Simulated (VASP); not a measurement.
Input of a VASP 6.6.1 run:

POSCAR

```
PtSe2
1.0
    3.6990059583      0.0000000000      0.0000000000
   -1.8495029792      3.2034331287      0.0000000000
    0.0000000000      0.0000000000      5.0280258220
Pt Se
1 2
Direct
    0.0000000000      0.0000000000      0.0000000000
    0.6666666667      0.3333333333      0.7500000000
    0.3333333333      0.6666666667      0.2500000000
```

Contents of INCAR.step1:

```
PREC = Accurate
ENCUT = 520
ISMEAR = -1
SIGMA = 0.05
LREAL = False
LASPH = True
NELM = 100
NBANDS = 18
GGA = PE
ALGO = Normal
EDIFF = 1E-4
LWAVE = True
LCHARG = False
```

INCAR.step2

```
PREC = Accurate
ENCUT = 520
EDIFF = 1E-7
ISMEAR = -1
SIGMA = 0.05
LREAL = False
LASPH = True
NELM = 100
ALGO = Normal
ISIF = 2
LWAVE = False
LCHARG = False
METAGGA = R2SCAN
LMIXTAU = True
NBANDS = 18
ISTART = 1
```

Contents of KPOINTS:

```
regular mesh
0
Gamma
  8 8 5
```

Potentials or basis: VASP PAW PBE potentials, release 64 (Pt, Se).

Command:

```sh
$ cat potpaw_PBE.64/Pt/POTCAR potpaw_PBE.64/Se/POTCAR > POTCAR
$ cp INCAR.step1 INCAR
$ mpirun -np 1 vasp_std > vasp.out
$ cp INCAR.step2 INCAR
$ mpirun -np 1 vasp_std > vasp.out
```

Question: Predict the largest force.

Answer: 0.657 eV/Å.

Question: Predict the band gap on the k mesh.

Answer: Zero (band 11 reaches 7.01 eV, above the bottom of band 12 at 6.84 eV).

Question: Predict the pressure.

Answer: 8.1 GPa.

Forces in eV/Å, atoms in the order of the input:
```
Pt   0.000  0.000  0.000
Se   0.000  0.000 -0.657
Se   0.000  0.000  0.657
```

Caveat: the PAW data sets were made with another functional, which shifts forces and pressure a little; spin-orbit coupling is left out, which moves the levels of the heavy elements.
